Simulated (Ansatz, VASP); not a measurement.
Two plane-wave programs on Zr

```
Zr
1.0
     3.50230    0.00000    0.00000
    -1.75115    3.03308    0.00000
     0.00000    0.00000    9.53879
Zr
4
Direct
  0.00000 0.00000 0.25000
  0.00000 0.00000 0.75000
  0.33333 0.66667 0.75000
  0.66667 0.33333 0.25000
```

Alike in both runs: task relaxation of cell and atoms; functional PBEsol; k mesh 6 × 6 × 2; occupations gaussian, width 0.1 eV; no spin polarisation.

|  | VASP | Ansatz |
| --- | --- | --- |
| version | VASP 6.6.1 | Ansatz 0.2.0 |
| potentials or method | VASP PAW PBE potentials, release 64 (Zr_sv), cutoff 600 eV | scalar-relativistic, plane waves, PAW |
| valence electrons in the cell | 48 | 48 |

```csv
,VASP,Ansatz,Ansatz less VASP
"gap on the k mesh at the Fermi level, each at its own relaxed structure (eV)",none,none,-
relaxed volume (Å³/atom),25.42,25.53,+0.111
relaxed length of the cell vector where the two differ most in proportion (Å),4.937,4.952,+0.0151
```

VASP's potentials were made for PBE, not for PBEsol. A gap of «none» marks a metal or a gap that the smearing closes.
